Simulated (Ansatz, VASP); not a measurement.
## Nb: VASP beside Ansatz

```xyz
7
Lattice="2.7763 -0.0802 -0.0115 0.0260 4.6215 0.0647 0.6630 1.9948 9.5819" Properties=species:S:1:pos:R:3 pbc="T T T"
Nb    2.1693    2.0787    5.4818
Nb    1.2960    4.4573    4.1534
Nb    3.0686    4.3217    6.8749
Nb    0.3968    2.2144    2.7602
Nb    1.1653    2.0231    8.2151
Nb    2.3000    4.5130    1.4200
Nb    1.4012    2.2706    0.0266
```

Alike in both runs: functional PBEsol; k mesh 6 × 4 × 2; occupations gaussian, width 0.1 eV; no spin polarisation.

Ansatz relaxed the structure, and its values are those at the end. VASP's run is a single point on that final structure, the one shown.

```csv
,VASP,Ansatz
version,VASP 6.6.1,Ansatz 0.2.0
potentials or method,"VASP PAW PBE potentials, release 64 (Nb_sv), cutoff 520 eV","scalar-relativistic, plane waves, PAW"
valence electrons in the cell,91,91
```

|  | VASP | Ansatz | Ansatz less VASP |
| --- | --- | --- | --- |
| gap on the k mesh at the Fermi level (eV) | none | none | - |
| pressure (GPa) | -0.2 | 0.1 | +0.31 |

VASP's potentials were made for PBE, not for PBEsol. A gap of «none» marks a metal or a gap that the smearing closes.

The k mesh is coarse, so the values compare programs but aren't converged.
